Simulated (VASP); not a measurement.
**HfO2: single point with r2SCAN**

Crystal: HfO2.

```
CELL_PARAMETERS angstrom
0.00000 2.56268 2.56268
2.56268 0.00000 2.56268
2.56268 2.56268 0.00000
ATOMIC_POSITIONS crystal
Hf 0.00000 0.00000 0.00000
O 0.25000 0.25000 0.25000
O 0.75000 0.75000 0.75000
```

```json
{
 "Program": "VASP 6.6.1",
 "Task": "single point",
 "Functional": "r2SCAN",
 "Potentials or basis": "VASP PAW PBE potentials, release 64 (Hf_pv, O)",
 "Cutoff": "520 eV",
 "k mesh": "10 × 10 × 10",
 "Occupations": "fermi-dirac, width 0.02 eV",
 "Spin": "no spin polarisation"
}
```

```yaml
Pressure: -13.4 GPa
Band_gap_on_the_k_mesh: 4.20 eV, direct
```

Levels at points of the mesh, in eV from the valence-band top:
| k point | band 7 | band 8 | band 9 | band 10 | band 11 | band 12 | band 13 | band 14 | band 15 | band 16 |
| --- | --- | --- | --- | --- | --- | --- | --- | --- | --- | --- |
| (0.00, 0.00, 0.00) | -5.24 | -5.24 | -0.62 | -0.62 | -0.62 | 4.31 | 4.31 | 6.20 | 10.58 | 10.58 |
| (0.50, 0.00, 0.00) | -4.20 | -3.02 | -2.73 | -1.85 | -1.85 | 4.96 | 4.96 | 7.17 | 9.49 | 9.58 |
| (0.50, 0.50, 0.00) | -3.50 | -3.50 | -1.50 | -1.50 | 0.00 | 4.20 | 5.82 | 6.86 | 8.37 | 8.37 |

Run time: 110 s on 1 thread of Intel(R) Xeon(R) Platinum 8488C (Sapphire Rapids) (shared host), peak memory 0.18 GiB.

Caveat: the PAW data sets were made with another functional, which shifts forces and pressure a little; spin-orbit coupling is left out, which moves the levels of the heavy elements. A k mesh can miss the band edges.
